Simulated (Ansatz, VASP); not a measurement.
# One calculation of C, two programs

```
C
1.0
     0.00000    1.78574    1.78574
     1.78574    0.00000    1.78574
     1.78574    1.78574    0.00000
C
2
Cartesian
  1.7857 1.7857 1.7857
  2.6786 2.6786 2.6786
```

Alike in both runs: functional PBE; k mesh 12 × 12 × 12; occupations gaussian, width 0.02 eV; no spin polarisation.

Ansatz relaxed the structure, and its values are those at the end. VASP's run is a single point on that final structure, the one shown.

```csv
,VASP,Ansatz
version,VASP 6.6.1,Ansatz 0.2.0
potentials or method,"VASP PAW PBE potentials, release 64 (C), cutoff 520 eV","scalar-relativistic, plane waves, PAW"
valence electrons in the cell,8,8
```

```csv
,VASP,Ansatz,Ansatz less VASP
gap on the k mesh at the Fermi level (eV),4.14,4.15,+0.007
least direct gap on the mesh (eV),5.58,5.58,+0.004
pressure (GPa),0.7,0.0,-0.66
```
